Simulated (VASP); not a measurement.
# Sn2TeS (R-3m) in VASP: single point with PBE

Aim: the single point of Sn2TeS with PBE.

All numbers are computed with VASP 6.6.1; they aren't measurements. Logs are shortened: lines on timing, memory, paths and dates and some standing lists are left out, and cuts for length are marked.

### 1 The cell of the first run

It takes space group R-3m (No. 166, trigonal). Conventional cell: a = 4.379 Å, b = 4.379 Å, c = 21.367 Å, α = 90.00°, β = 90.00°, γ = 120.00°. Sn (site symmetry 3m) has 3 S at 2.99 Å and 3 Te at 3.20 Å within 3.9 Å. Within 4.2 Å of Te (site symmetry -3m) lie 6 Sn at 3.20 Å. Within 3.9 Å of S (site symmetry -3m) lie 6 Sn at 2.99 Å.

### 2 Single point, PBE (volume scaled by 1.03, then relaxed in part)

Input file INCAR:

```
PREC = Accurate
ENCUT = 500
EDIFF = 1E-6
ISMEAR = 0
SIGMA = 0.01
LREAL = False
LASPH = True
NELM = 120
ALGO = Normal
ISIF = 2
LWAVE = False
LCHARG = True
GGA = PE
LELF = True
LVHAR = True
NBANDS = 28
GGA_COMPAT = False
```

Input file KPOINTS:

```
regular mesh
0
Gamma
  12 12 12
```

Input file POSCAR:

```
Sn2TeS
1.0
    2.1895997058      1.2641659796      7.1223484212
   -2.1895997058      1.2641659796      7.1223484212
    0.0000000000     -2.5283319591      7.1223484212
Sn Te S
2 1 1
Direct
    0.7412694430      0.7412694430      0.7412694430
    0.2587305570      0.2587305570      0.2587305570
    0.5000000000      0.5000000000      0.5000000000
    0.0000000000      0.0000000000      0.0000000000
```

Potentials or basis: VASP PAW PBE potentials, release 64 (Sn_d, Te, S).

Run with:

```console
> cat potpaw_PBE.64/Sn_d/POTCAR potpaw_PBE.64/Te/POTCAR potpaw_PBE.64/S/POTCAR > POTCAR
> mpirun -np 1 vasp_std > vasp.out
```

OUTCAR:

```text
PREC = Accurate
   ENCUT = 500
   EDIFF = 1E-6
   ISMEAR = 0
   LREAL = False
   LASPH = True
   NELM = 120
   ISIF = 2
   GGA = PE

 ion  position               nearest neighbor table
   1  0.741  0.741  0.741-   4 2.99   4 2.99   4 2.99   3 3.20   3 3.20   3 3.20
   2  0.259  0.259  0.259-   4 2.99   4 2.99   4 2.99   3 3.20   3 3.20   3 3.20
   3  0.500  0.500  0.500-   2 3.20   1 3.20   2 3.20   2 3.20   1 3.20   1 3.20
   4  0.000  0.000  0.000-   1 2.99   2 2.99   1 2.99   1 2.99   2 2.99   2 2.99

  LATTYP: Found a trigonal (rhomboedric) cell.
 ALAT       =     7.5577979285
 COS(alpha) =     0.8321316214

  Lattice vectors:

 A1 = (   2.1895997058,   1.2641659796,   7.1223484212)
 A2 = (  -2.1895997058,   1.2641659796,   7.1223484212)
 A3 = (   0.0000000000,  -2.5283319591,   7.1223484212)

Analysis of symmetry for initial positions (statically):
=====================================================================
 Subroutine PRICEL returns:
 Original cell was already a primitive cell.

 Routine SETGRP: Setting up the symmetry group for a
 trigonal (rhombohedral) supercell.

 Subroutine GETGRP returns: Found 12 space group operations
 (whereof 12 operations were pure point group operations)
 out of a pool of 12 trial point group operations.

The static configuration has the point symmetry D_3d.

Analysis of symmetry for dynamics (positions and initial velocities):
=====================================================================
 Subroutine PRICEL returns:
 Original cell was already a primitive cell.

 Routine SETGRP: Setting up the symmetry group for a
 trigonal (rhombohedral) supercell.

 Subroutine GETGRP returns: Found 12 space group operations
 (whereof 12 operations were pure point group operations)
 out of a pool of 12 trial point group operations.

The dynamic configuration has the point symmetry D_3d.

 Subroutine INISYM returns: Found 12 space group operations
 (whereof 12 operations are pure point group operations),
 and found     1 'primitive' translations

----------------------------------------------------------------------------------------

                                     Primitive cell

  volume of cell :     118.2887

  direct lattice vectors                    reciprocal lattice vectors
     2.189599706  1.264165980  7.122348421     0.228352241  0.131839228  0.046801043
    -2.189599706  1.264165980  7.122348421    -0.228352241  0.131839228  0.046801043
     0.000000000 -2.528331959  7.122348421     0.000000000 -0.263678456  0.046801043

  length of vectors
     7.557797929  7.557797929  7.557797929     0.267799674  0.267799674  0.267799674

  position of ions in fractional coordinates (direct lattice)
     0.741269443  0.741269443  0.741269443
     0.258730557  0.258730557  0.258730557
     0.500000000  0.500000000  0.500000000
     0.000000000  0.000000000  0.000000000

  ion indices of the primitive-cell ions
   primitive index   ion index
                 1           1
                 2           2
                 3           3
                 4           4

----------------------------------------------------------------------------------------

 KPOINTS: regular mesh

Automatic generation of k-mesh.
 Grid dimensions read from file:
 generate k-points for:   12   12   12

 Generating k-lattice:

  Cartesian coordinates                     Fractional coordinates (reciprocal lattice)
     0.019029353  0.010986602  0.003900087     0.083333333 -0.000000000  0.000000000
    -0.019029353  0.010986602  0.003900087    -0.000000000  0.083333333  0.000000000
     0.000000000 -0.021973205  0.003900087     0.000000000  0.000000000  0.083333333

  Length of vectors
     0.022316640  0.022316640  0.022316640

  Shift w.r.t. Gamma in fractional coordinates (k-lattice)
     0.000000000  0.000000000  0.000000000

 Subroutine IBZKPT returns following result:
 ===========================================

 Found    189 irreducible k-points:

 Following reciprocal coordinates:
            Coordinates               Weight
  0.000000  0.000000  0.000000      1.000000
  0.083333 -0.000000  0.000000      6.000000
  0.166667  0.000000  0.000000      6.000000
  0.250000  0.000000 -0.000000      6.000000
  0.333333  0.000000 -0.000000      6.000000
  0.416667 -0.000000  0.000000      6.000000
[... 16 lines left out ...]
  0.500000  0.166667  0.000000     12.000000
 -0.416667  0.166667  0.000000     12.000000
 [... further k-points ...]
   k-points           NKPTS =    189   k-points in BZ     NKDIM =    189   number of bands    NBANDS=     28
   number of dos      NEDOS =    301   number of ions     NIONS =      4
   total plane-waves  NPLWV = 175616
   dimension x,y,z NGX =    56 NGY =   56 NGZ =   56
   dimension x,y,z NGXF=   112 NGYF=  112 NGZF=  112
   ions per type =               2   1   1
   NGX,Y,Z   is equivalent  to a cutoff of  12.32, 12.32, 12.32 a.u.
   NGXF,Y,Z  is equivalent  to a cutoff of  24.64, 24.64, 24.64 a.u.
 SYSTEM =  unknown system
   PREC   = accura    normal or accurate (medium, high low for compatibility)
   ISTART =      0    job   : 0-new  1-cont  2-samecut
   ICHARG =      2    charge: 1-file 2-atom 10-const
   ISPIN  =      1    spin polarized calculation?
   LNONCOLLINEAR =      F non collinear calculations
   LSORBIT =      F    spin-orbit coupling
   LASPH  =      T    aspherical Exc in radial PAW
   ENCUT  =  500.0 eV  36.75 Ry    6.06 a.u.  13.78 13.78 13.78*2*pi/ulx,y,z
   NELM   =    120;   NELMIN=  2; NELMDL= -5     # of ELM steps
   EDIFF  = 0.1E-05   stopping-criterion for ELM
   LREAL  =      F    real-space projection
   EDIFFG = 0.1E-04   stopping-criterion for IOM
   NSW    =      0    number of steps for IOM
   IBRION =     -1    ionic relax: 0-MD 1-quasi-New 2-CG
   NFREE  =      0    steps in history (QN), initial steepest desc. (CG)
   ISIF   =      2    stress and relaxation
   ISYM   =      2    0-nonsym 1-usesym 2-fastsym
   POTIM  = 0.5000    time-step for ionic-motion
   TEBEG  =    0.0;   TEEND  =   0.0 temperature during run
   PSTRESS=    0.0 pullay stress
   NELECT =      40.0000    total number of electrons
   NUPDOWN=      -1.0000    fix difference up-down
   EMIN   =  10.00;   EMAX   =-10.00  energy-range for DOS
   EFERMI =   0.00;   METHOD = LEGACY
   ISMEAR =     0;   SIGMA  =   0.01  broadening in eV -4-tet -1-fermi 0-gaus
   EFERMI_NEDOS =   21; number of points for ismear=-14 and -15
   IALGO  =     38    algorithm
   IMIX   =      4    mixing-type and parameters
     AMIX     =   0.40;   BMIX     =  1.00
     AMIX_MAG =   1.60;   BMIX_MAG =  1.00
  volume/ion in A,a.u.               =      29.57       199.56
  Fermi-wavevector in a.u.,A,eV,Ry     =   1.140548  2.155324 17.699149  1.300851
  Thomas-Fermi vector in A             =   2.277250
   LORBIT       =      0    0 simple, 1 ext, 2 COOP (PROOUT), +10 PAW based schemes
   GGA     = PE    functional components
   LHFCALC =     F    Hartree Fock is set to
   AEXX    =    0.0000 exact exchange contribution
   IVDW    =     0    specifies the selected vdW correction
   LEPSILON=     F    determine dielectric tensor
   LRPA    =     F    only Hartree local field effects (RPA)
 non-spin polarized calculation
 Gauss-broadening in eV      SIGMA  =   0.01
  energy-cutoff  :      500.00
  volume of cell :      118.29
 maximum number of plane-waves:      3020
   NGX = 27   NGY = 27   NGZ = 27

 number of electron      40.0000005 magnetization

 Free energy of the ion-electron system (eV)
  ---------------------------------------------------
  ext. energy  EPLUGINS =         0.00000000
  ---------------------------------------------------
  free energy    TOTEN  =       -16.24330752 eV

  energy without entropy =      -16.24329838  energy(sigma->0) =      -16.24330295

 E-fermi :   6.1642     XC(G=0):  -9.3729

 val. band max:        6.0599055527   @ k =   0.5000   0.5000  -0.0000
 cond. band min:       6.1672778727   @ k =   0.5000   0.5000  -0.0000
 fundamental gap:      0.1073723200
 Fermi energy:         6.1641540130

 k-point     1 :       0.0000    0.0000    0.0000
  band No.  band energies     occupation
      1     -15.7532      2.00000
      2     -15.7532      2.00000
      3     -15.7520      2.00000
      4     -15.7520      2.00000
      5     -15.7491      2.00000
      6     -15.7488      2.00000
[... 20 lines left out ...]
     27      11.4343      0.00000
     28      11.4941      0.00000

 k-point     2 :       0.0833   -0.0000    0.0000
  band No.  band energies     occupation
      1     -15.7537      2.00000
      2     -15.7526      2.00000
      3     -15.7522      2.00000
      4     -15.7517      2.00000
      5     -15.7488      2.00000
      6     -15.7482      2.00000
[... 20 lines left out ...]
     27      11.2851      0.00000
     28      11.6848      0.00000

 k-point     3 :       0.1667    0.0000    0.0000
  band No.  band energies     occupation
      1     -15.7550      2.00000
      2     -15.7527      2.00000
      3     -15.7517      2.00000
      4     -15.7502      2.00000
      5     -15.7484      2.00000
      6     -15.7469      2.00000
[... 20 lines left out ...]
     27      10.9744      0.00000
     28      12.2593      0.00000

 k-point     4 :       0.2500    0.0000   -0.0000
  band No.  band energies     occupation
      1     -15.7570      2.00000
      2     -15.7533      2.00000
      3     -15.7515      2.00000
      4     -15.7496      2.00000
      5     -15.7477      2.00000
      6     -15.7464      2.00000
[... 20 lines left out ...]
     27      10.7639      0.00000
     28      12.5816      0.00000

 k-point     5 :       0.3333    0.0000   -0.0000
  band No.  band energies     occupation
      1     -15.7591      2.00000
      2     -15.7537      2.00000
      3     -15.7516      2.00000
      4     -15.7513      2.00000
      5     -15.7464      2.00000
      6     -15.7451      2.00000
[... 20 lines left out ...]
     27      10.7597      0.00000
     28      11.9910      0.00000

 k-point     6 :       0.4167   -0.0000    0.0000
  band No.  band energies     occupation
      1     -15.7606      2.00000
      2     -15.7539      2.00000
      3     -15.7528      2.00000
      4     -15.7517      2.00000
      5     -15.7469      2.00000
      6     -15.7433      2.00000
[... 463 lines left out ...]
      5     -15.7483      2.00000
      6     -15.7469      2.00000
[... 20 lines left out ...]
     27      11.2034      0.00000
     28      11.8479      0.00000

 k-point    22 :       0.4167    0.1667    0.0000
  band No.  band energies     occupation
      1     -15.7594      2.00000
      2     -15.7542      2.00000
      3     -15.7508      2.00000
      4     -15.7504      2.00000
      5     -15.7477      2.00000
      6     -15.7459      2.00000
[... 20 lines left out ...]
     27      11.2102      0.00000
     28      12.2136      0.00000

 k-point    23 :       0.5000    0.1667    0.0000
  band No.  band energies     occupation
      1     -15.7606      2.00000
      2     -15.7543      2.00000
      3     -15.7514      2.00000
      4     -15.7508      2.00000
      5     -15.7469      2.00000
      6     -15.7446      2.00000
[... 20 lines left out ...]
     27      11.3572      0.00000
     28      12.5714      0.00000

 k-point    24 :      -0.4167    0.1667    0.0000
  band No.  band energies     occupation
      1     -15.7612      2.00000
      2     -15.7538      2.00000
      3     -15.7519      2.00000
      4     -15.7511      2.00000
      5     -15.7467      2.00000
      6     -15.7431      2.00000
[... 20 lines left out ...]
     27      11.5674      0.00000
     28      12.3524      0.00000

 [... further k-points ...]
[... 5 lines left out ...]
  --------------------------------------------------------------------------------------
  -------------------------------------------------------------------------------------
  Total       -0.9721387     -0.9721387     -0.9672984      0.0000000     -0.0000000      0.0000000
  in kB      -13.1672639    -13.1672639    -13.1017039      0.0000000     -0.0000000      0.0000000
  external PRESSURE =     -13.1454106 kB  Pullay stress =       0.0000000 kB

 VOLUME and BASIS-vectors are now :
 -----------------------------------------------------------------------------
  energy-cutoff  :      500.00
  volume of cell :      118.29
      direct lattice vectors                 reciprocal lattice vectors
     2.189599706  1.264165980  7.122348421     0.228352241  0.131839228  0.046801043
    -2.189599706  1.264165980  7.122348421    -0.228352241  0.131839228  0.046801043
     0.000000000 -2.528331959  7.122348421     0.000000000 -0.263678456  0.046801043

 POSITION                                       TOTAL-FORCE (eV/Angst)
 -----------------------------------------------------------------------------------
      0.00000      0.00000     15.83874        -0.000000     -0.000000     -0.002071
      0.00000      0.00000      5.52831        -0.000000      0.000000      0.002071
      0.00000      0.00000     10.68352        -0.000000     -0.000000     -0.000000
      0.00000      0.00000      0.00000         0.000000      0.000000     -0.000000
 -----------------------------------------------------------------------------------
    total drift:                                0.000000     -0.000000      0.000000

  FREE ENERGIE OF THE ION-ELECTRON SYSTEM (eV)
  ---------------------------------------------------
  free  energy   TOTEN  =       -16.2433075200 eV

  energy  without entropy=      -16.2432983795  energy(sigma->0) =      -16.24330295
```

Wall time 21 min (1 thread of Intel Xeon 6975P-C, shared host); peak memory 0.84 GiB.

What came out:

```
Free energy            : -16.2433 eV
Pressure               : -1.3 GPa
Band gap on the k mesh : zero (band 20 reaches 6.18 eV, above the bottom of band 21 at 6.17 eV)
```

Forces on the atoms (eV/Å):
```
Sn   0.000  0.000 -0.002
Sn   0.000  0.000  0.002
Te   0.000  0.000  0.000
S    0.000  0.000  0.000
```

Caveat: spin-orbit coupling is left out, which moves the levels of the heavy elements.
